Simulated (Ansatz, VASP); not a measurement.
**BaO: VASP beside Ansatz**

```xyz
2
Lattice="0.0000 2.1074 2.1074 2.1074 0.0000 2.1074 2.1074 2.1074 0.0000" Properties=species:S:1:pos:R:3 pbc="T T T"
Ba    0.0000    0.0000    0.0000
O     2.1074    2.1074    2.1074
```

Change from the starting cell: volume scaled by 0.45, PAW files.

Alike in both runs: task single point; functional PBEsol; k mesh 9 × 9 × 9; occupations fermi-dirac, width 0.03 eV; no spin polarisation.

|  | VASP | Ansatz |
| --- | --- | --- |
| version | VASP 6.6.1 | Ansatz 0.2.0 |
| potentials or method | VASP PAW PBE potentials, release 64 (Ba_sv, O) | PAW with Ansatz's default frozen-core files, scalar-relativistic |
| plane-wave cutoff (eV) | 600 | 420 |
| valence electrons in the cell | 16 | 16 |

```tsv
	VASP	Ansatz	Ansatz less VASP
pressure (GPa)	356.1	289.0	-67.07
```

VASP's potentials were made for PBE, not for PBEsol. The pressures are high and differ by over a tenth, so treat them with care.

Neither program's run includes spin-orbit coupling. Noted on VASP's run: the cell as given lies far from equilibrium.
